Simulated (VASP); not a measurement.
# BaF2 (Fm-3m) in VASP: single point with PBEsol

Aim: the single point of BaF2 with PBEsol.

All numbers are computed with VASP 6.6.1; they aren't measurements. Logs are shortened: lines on timing, memory, paths and dates and some standing lists are left out, and cuts for length are marked.

## Step 1: The cell of the first run

The structure is cubic, space group Fm-3m (No. 225). Conventional cell: a = 6.138 Å, b = 6.138 Å, c = 6.138 Å, α = 90.00°, β = 90.00°, γ = 90.00°. Within 3.5 Å of Ba (site symmetry m-3m) lie 8 F at 2.66 Å. F (site symmetry -43m) has 4 Ba at 2.66 Å and 6 F at 3.07 Å within 3.5 Å.

## Step 2: Single point, PBEsol

Input file INCAR:

```
SYSTEM = BaF2
PREC = Accurate
ENCUT = 600
EDIFF = 1E-6
ISMEAR = 0
SIGMA = 0.05
LREAL = .FALSE.
LASPH = .TRUE.
NELM = 120
ALGO = Normal
ISIF = 2
LWAVE = .FALSE.
LCHARG = .FALSE.
GGA = PS
NBANDS = 19
GGA_COMPAT = .FALSE.
```

Input file KPOINTS:

```
regular mesh
0
G
  6 6 6
  0 0 0
```

Input file POSCAR:

```
BaF2
1.0
    0.0000000000      3.0689008577      3.0689008577
    3.0689008577      0.0000000000      3.0689008577
    3.0689008577      3.0689008577      0.0000000000
Ba F
1 2
Direct
    0.0000000000      0.0000000000      0.0000000000
    0.2500000000      0.2500000000      0.2500000000
    0.7500000000      0.7500000000      0.7500000000
```

Potentials or basis: VASP PAW PBE potentials, release 64 (Ba_sv, F).

The run is started by

```console
$ cat potpaw_PBE.64/Ba_sv/POTCAR potpaw_PBE.64/F/POTCAR > POTCAR
$ mpirun -np 1 vasp_std > vasp.out
```

OUTCAR:

```text
SYSTEM = BaF2
   PREC = Accurate
   ENCUT = 600
   EDIFF = 1E-6
   ISMEAR = 0
   LREAL = .FALSE.
   LASPH = .TRUE.
   NELM = 120
   ISIF = 2
   GGA = PS

 ion  position               nearest neighbor table
   1  0.000  0.000  0.000-   3 2.66   3 2.66   3 2.66   2 2.66   3 2.66   2 2.66   2 2.66   2 2.66

   2  0.250  0.250  0.250-   1 2.66   1 2.66   1 2.66   1 2.66
   3  0.750  0.750  0.750-   1 2.66   1 2.66   1 2.66   1 2.66

  LATTYP: Found a face centered cubic cell.
 ALAT       =     6.1378017154

  Lattice vectors:

 A1 = (   0.0000000000,   3.0689008577,   3.0689008577)
 A2 = (   3.0689008577,   0.0000000000,   3.0689008577)
 A3 = (   3.0689008577,   3.0689008577,   0.0000000000)

Analysis of symmetry for initial positions (statically):
=====================================================================
 Subroutine PRICEL returns:
 Original cell was already a primitive cell.

 Routine SETGRP: Setting up the symmetry group for a
 face centered cubic supercell.

 Subroutine GETGRP returns: Found 48 space group operations
 (whereof 48 operations were pure point group operations)
 out of a pool of 48 trial point group operations.

The static configuration has the point symmetry O_h .

Analysis of symmetry for dynamics (positions and initial velocities):
=====================================================================
 Subroutine PRICEL returns:
 Original cell was already a primitive cell.

 Routine SETGRP: Setting up the symmetry group for a
 face centered cubic supercell.

 Subroutine GETGRP returns: Found 48 space group operations
 (whereof 48 operations were pure point group operations)
 out of a pool of 48 trial point group operations.

The dynamic configuration has the point symmetry O_h .

 Subroutine INISYM returns: Found 48 space group operations
 (whereof 48 operations are pure point group operations),
 and found     1 'primitive' translations

----------------------------------------------------------------------------------------

                                     Primitive cell

  volume of cell :      57.8068

  direct lattice vectors                    reciprocal lattice vectors
     0.000000000  3.068900858  3.068900858    -0.162924781  0.162924781  0.162924781
[... 75 lines left out ...]
   LSORBIT =      F    spin-orbit coupling
   LASPH  =      T    aspherical Exc in radial PAW
   ENCUT  =  600.0 eV  44.10 Ry    6.64 a.u.   8.67  8.67  8.67*2*pi/ulx,y,z
   NELM   =    120;   NELMIN=  2; NELMDL= -5     # of ELM steps
   EDIFF  = 0.1E-05   stopping-criterion for ELM
   LREAL  =      F    real-space projection
   EDIFFG = 0.1E-04   stopping-criterion for IOM
   NSW    =      0    number of steps for IOM
   IBRION =     -1    ionic relax: 0-MD 1-quasi-New 2-CG
   NFREE  =      0    steps in history (QN), initial steepest desc. (CG)
   ISIF   =      2    stress and relaxation
   ISYM   =      2    0-nonsym 1-usesym 2-fastsym
   POTIM  = 0.5000    time-step for ionic-motion
   TEBEG  =    0.0;   TEEND  =   0.0 temperature during run
   PSTRESS=    0.0 pullay stress
   NELECT =      24.0000    total number of electrons
   NUPDOWN=      -1.0000    fix difference up-down
   EMIN   =  10.00;   EMAX   =-10.00  energy-range for DOS
   EFERMI =   0.00;   METHOD = LEGACY
   ISMEAR =     0;   SIGMA  =   0.05  broadening in eV -4-tet -1-fermi 0-gaus
   EFERMI_NEDOS =   21; number of points for ismear=-14 and -15
   IALGO  =     38    algorithm
   IMIX   =      4    mixing-type and parameters
     AMIX     =   0.40;   BMIX     =  1.00
     AMIX_MAG =   1.60;   BMIX_MAG =  1.00
  volume/ion in A,a.u.               =      19.27       130.03
  Fermi-wavevector in a.u.,A,eV,Ry     =   1.221291  2.307905 20.293783  1.491551
  Thomas-Fermi vector in A             =   2.356478
   LORBIT       =      0    0 simple, 1 ext, 2 COOP (PROOUT), +10 PAW based schemes
   GGA     = PS    functional components
   LHFCALC =     F    Hartree Fock is set to
   AEXX    =    0.0000 exact exchange contribution
   IVDW    =     0    specifies the selected vdW correction
   LEPSILON=     F    determine dielectric tensor
   LRPA    =     F    only Hartree local field effects (RPA)
 non-spin polarized calculation
 Gauss-broadening in eV      SIGMA  =   0.05
  energy-cutoff  :      600.00
  volume of cell :       57.81
 maximum number of plane-waves:      1964
 NGX is ok and might be reduce to    36
   NGX = 17   NGY = 17   NGZ = 17

 number of electron      23.9999989 magnetization

 Free energy of the ion-electron system (eV)
  ---------------------------------------------------
  ext. energy  EPLUGINS =         0.00000000
  ---------------------------------------------------
  free energy    TOTEN  =       -17.63915877 eV

  energy without entropy =      -17.63915877  energy(sigma->0) =      -17.63915877

 E-fermi :  -1.7900     XC(G=0):  -9.0583

 val. band max:       -2.0827448570   @ k =  -0.1667   0.1667   0.0000
 cond. band min:       4.6871026861   @ k =   0.0000   0.0000   0.0000
 fundamental gap:      6.7698475431
 Fermi energy:        -1.7899948268

 k-point     1 :       0.0000    0.0000    0.0000
  band No.  band energies     occupation
      1     -25.0742      2.00000
      2     -20.9229      2.00000
      3     -20.8363      2.00000
      4      -9.8559      2.00000
      5      -9.8559      2.00000
      6      -9.8559      2.00000
[... 329 lines left out ...]
      6      -9.8223      2.00000
[... 11 lines left out ...]
     18      12.5773      0.00000
     19      12.8210      0.00000

------------------------ aborting loop because EDIFF is reached ----------------------------------------

  FORCE on cell =-STRESS in cart. coord.  units (eV):
  Direction    XX          YY          ZZ          XY          YZ          ZX
  --------------------------------------------------------------------------------------
  -------------------------------------------------------------------------------------
  Total        0.4328750      0.4328750      0.4328750      0.0000000     -0.0000000      0.0000000
  in kB       11.9976025     11.9976025     11.9976025      0.0000000     -0.0000000      0.0000000
  external PRESSURE =      11.9976025 kB  Pullay stress =       0.0000000 kB

 VOLUME and BASIS-vectors are now :
 -----------------------------------------------------------------------------
  energy-cutoff  :      600.00
  volume of cell :       57.81
      direct lattice vectors                 reciprocal lattice vectors
     0.000000000  3.068900858  3.068900858    -0.162924781  0.162924781  0.162924781
     3.068900858  0.000000000  3.068900858     0.162924781 -0.162924781  0.162924781
     3.068900858  3.068900858  0.000000000     0.162924781  0.162924781 -0.162924781

 POSITION                                       TOTAL-FORCE (eV/Angst)
 -----------------------------------------------------------------------------------
      0.00000      0.00000      0.00000         0.000000     -0.000000      0.000000
      1.53445      1.53445      1.53445         0.000000      0.000000      0.000000
      4.60335      4.60335      4.60335        -0.000000     -0.000000     -0.000000
 -----------------------------------------------------------------------------------
    total drift:                                0.000000      0.000000      0.000000

  FREE ENERGIE OF THE ION-ELECTRON SYSTEM (eV)
  ---------------------------------------------------
  free  energy   TOTEN  =       -17.6391587698 eV

  energy  without entropy=      -17.6391587698  energy(sigma->0) =      -17.63915877
```

OSZICAR:

```text
N       E                     dE             d eps       ncg     rms          rms(c)
DAV:   1     0.157892806791E+03    0.15789E+03   -0.13921E+04   608   0.132E+03
DAV:   2    -0.109978320856E+02   -0.16889E+03   -0.16542E+03   762   0.275E+02
DAV:   3    -0.189944293670E+02   -0.79966E+01   -0.79619E+01   743   0.609E+01
DAV:   4    -0.191392230833E+02   -0.14479E+00   -0.14457E+00   743   0.793E+00
DAV:   5    -0.191430012530E+02   -0.37782E-02   -0.37778E-02   725   0.101E+00    0.812E+00
DAV:   6    -0.176502114318E+02    0.14928E+01   -0.61847E+00   632   0.193E+01    0.448E+00
DAV:   7    -0.176252380299E+02    0.24973E-01   -0.23712E-01   687   0.370E+00    0.229E+00
DAV:   8    -0.176297602165E+02   -0.45222E-02   -0.50301E-02   659   0.236E+00    0.290E-01
DAV:   9    -0.176358729867E+02   -0.61128E-02   -0.99385E-03   652   0.676E-01    0.138E-01
DAV:  10    -0.176391255357E+02   -0.32525E-02   -0.42985E-03   623   0.368E-01    0.356E-02
DAV:  11    -0.176391195713E+02    0.59644E-05   -0.69696E-05   706   0.667E-02    0.216E-02
DAV:  12    -0.176391586572E+02   -0.39086E-04   -0.69993E-05   623   0.494E-02    0.491E-03
DAV:  13    -0.176391587698E+02   -0.11260E-06   -0.82906E-07   648   0.597E-03
   1 F= -.17639159E+02 E0= -.17639159E+02  d E =-.211977E-17
```

stdout:

```text
POSCAR found type information on POSCAR BaF
 POSCAR found :  2 types and       3 ions
 scaLAPACK will be used
 -----------------------------------------------------------------------------
|                                                                             |
|                                                                             |
|     You enforced a specific xc type in the INCAR file but a different       |
|     I HOPE YOU KNOW WHAT YOU ARE DOING!                                     |
|                                                                             |
 -----------------------------------------------------------------------------

 LDA part: xc-table for (Slater+PW92), standard interpolation
 POSCAR, INCAR and KPOINTS ok, starting setup
 FFT: planning ... GRIDC
 FFT: planning ... GRID_SOFT
 FFT: planning ... GRID
 WAVECAR not read
 entering main loop
```

Wall time 56 s (1 thread of Intel Xeon 8259CL, shared host); peak memory 0.21 GiB.

Results:

```
Free energy            : -17.6392 eV
Pressure               : 1.2 GPa
Band gap on the k mesh : 6.77 eV, indirect (least direct gap 6.85 eV)
```

Levels at points of the mesh, in eV from the valence-band top:
```
           k point  band 9  band 10  band 11  band 12  band 13  band 14  band 15  band 16
(0.00, 0.00, 0.00)   -1.61    -0.08    -0.08    -0.08     6.77     9.23     9.23    11.58
(0.50, 0.00, 0.00)   -0.71    -0.34    -0.15    -0.15     9.20     9.25     9.25     9.81
(0.50, 0.50, 0.00)   -0.39    -0.30    -0.30    -0.15     7.24     9.07    10.84    12.16
```

Caveat: the PAW data sets were made with another functional, which shifts forces and pressure a little; spin-orbit coupling is left out, which moves the levels of the heavy elements.
